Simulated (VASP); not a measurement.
Write the native input for VASP 6.6.1 that does the following.

| Quantity | Value |
| --- | --- |
| Task | single point |
| Functional | PBE |
| Potentials or basis | VASP PAW PBE potentials, release 64 (Ti_sv, Si) |
| Cutoff | 520 eV |
| k mesh | 12 × 12 × 12 |
| Occupations | fermi-dirac, width 0.05 eV |
| Spin | no spin polarisation |
| Dipole correction | no |
| Further INCAR settings | ALGO = Normal; EDIFF = 1e-07; NBANDS = 17 |

The structure of TiSi2 lies in POSCAR:

```
TiSi2
1.0
   -1.4826264035      1.7234689397      4.2399784024
    1.4826264035     -1.7234689397      4.2399784024
    1.4826264035      1.7234689397     -4.2399784024
Ti Si
1 2
Direct
    0.0000000000      0.0000000000      0.0000000000
    0.6700780000      0.6700780000      0.0000000000
    0.3299220000      0.3299220000      0.0000000000
```

This cell differs from its parent crystal: volume scaled by 1.02.

The input as run:

INCAR

```
PREC = Accurate ; ENCUT = 520
EDIFF = 1E-7 ; ISMEAR = -1
SIGMA = 0.05 ; LREAL = False
LASPH = True ; NELM = 100
ALGO = Normal ; ISIF = 2
LWAVE = False ; LCHARG = False
GGA = PE ; NBANDS = 17
```

KPOINTS

```
Automatic mesh
0
Gamma
  12 12 12
```

Potentials or basis: VASP PAW PBE potentials, release 64 (Ti_sv, Si).

Command:

```bash
$ cat potpaw_PBE.64/Ti_sv/POTCAR potpaw_PBE.64/Si/POTCAR > POTCAR
$ mpirun -np 1 vasp_std > vasp.out
```

Results of the run:

```yaml
Pressure: -2.4 GPa
Largest_force: 0.029 eV/Å
Band_gap_on_the_k_mesh: zero (band 10 reaches 11.06 eV, above the bottom of band 11 at 8.78 eV)
```

Run time: 7.3 min on 1 thread of Intel(R) Xeon(R) Platinum 8259CL CPU @ 2.50GHz (Skylake/Cascade Lake), with other jobs on the host, peak memory 0.35 GiB.
